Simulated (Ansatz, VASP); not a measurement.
# Y2Lu3F: VASP beside Ansatz

```
CELL_PARAMETERS angstrom
6.24603 0.00000 0.00000
-3.12302 5.40922 0.00000
0.00000 0.00000 6.03995
ATOMIC_POSITIONS crystal
Y 0.66667 0.33333 0.00000
Y 0.33333 0.66667 0.00000
Lu 0.00000 0.50000 0.50000
Lu 0.50000 0.50000 0.50000
Lu 0.50000 0.00000 0.50000
F 0.00000 0.00000 0.00000
```

Change from the starting cell: species swapped into the LaGa2Rh3 type (P6/mmm, No. 191).

Alike in both runs: functional PBE; k mesh 6 × 6 × 6; occupations gaussian, width 0.1 eV; no spin polarisation.

Ansatz relaxed the structure, and its values are those at the end. VASP's run is a single point on that final structure, the one shown.

|  | VASP | Ansatz |
| --- | --- | --- |
| version | VASP 6.6.1 | Ansatz 0.2.0 |
| potentials or method | VASP PAW PBE potentials, release 64 (Y_sv, Lu, F), cutoff 520 eV | scalar-relativistic, plane waves, PAW |
| valence electrons in the cell | 104 | 104 |

```tsv
	VASP	Ansatz	Ansatz less VASP
gap on the k mesh at the Fermi level (eV)	none	none	-
pressure (GPa)	0.0	0.0	+0.01
```

A gap of «none» marks a metal or a gap that the smearing closes.

Spin-orbit coupling is off throughout.
